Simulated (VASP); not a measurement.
A run of VASP 6.6.1:

The input POSCAR:

```
BiAu
1.0
    0.0000000000      2.9794635087      2.9794635087
    2.9794635087      0.0000000000      2.9794635087
    2.9794635087      2.9794635087      0.0000000000
Au Bi
1 1
Direct
    0.5000000000      0.5000000000      0.5000000000
    0.0000000000      0.0000000000      0.0000000000
```

The input INCAR.step1:

```
PREC     = Accurate       # precision mode
ENCUT    = 520            # plane-wave cutoff, eV
ISMEAR   = 0              # smearing method
SIGMA    = 0.05           # smearing width, eV
LREAL    = F              # projectors in reciprocal space
LASPH    = T              # aspherical terms in the spheres
NELM     = 100            # most SCF steps
NBANDS   = 20             # bands
GGA      = PE             # functional
ALGO     = Normal         # electronic algorithm
EDIFF    = 1E-4           # SCF threshold, eV
LWAVE    = T              # write WAVECAR
LCHARG   = F              # write CHGCAR
```

INCAR.step2

```
PREC     = Accurate       # precision mode
ENCUT    = 520            # plane-wave cutoff, eV
EDIFF    = 1E-7           # SCF threshold, eV
ISMEAR   = 0              # smearing method
SIGMA    = 0.05           # smearing width, eV
LREAL    = F              # projectors in reciprocal space
LASPH    = T              # aspherical terms in the spheres
NELM     = 100            # most SCF steps
ALGO     = Normal         # electronic algorithm
ISIF     = 2              # what is computed and relaxed
LWAVE    = F              # write WAVECAR
LCHARG   = F              # write CHGCAR
METAGGA  = R2SCAN         # meta-GGA
LMIXTAU  = T            
NBANDS   = 20             # bands
ISTART   = 1
```

The input KPOINTS:

```
Automatic mesh
0
Gamma
  10 10 10
```

Potentials or basis: VASP PAW PBE potentials, release 64 (Au, Bi_d).

Run with:

```console
$ cat potpaw_PBE.64/Au/POTCAR potpaw_PBE.64/Bi_d/POTCAR > POTCAR
$ cp INCAR.step1 INCAR
$ mpirun -np 1 vasp_std > vasp.out
$ cp INCAR.step2 INCAR
$ mpirun -np 1 vasp_std > vasp.out
```

Hardware: 1 thread of Intel Xeon 8259CL (shared host).

Task: Estimate the wall time of this run.

Result: Wall time 3.1 min on 1 thread of Intel Xeon 8259CL, with other jobs on the host, peak memory 0.22 GiB. Counts: k points 47.
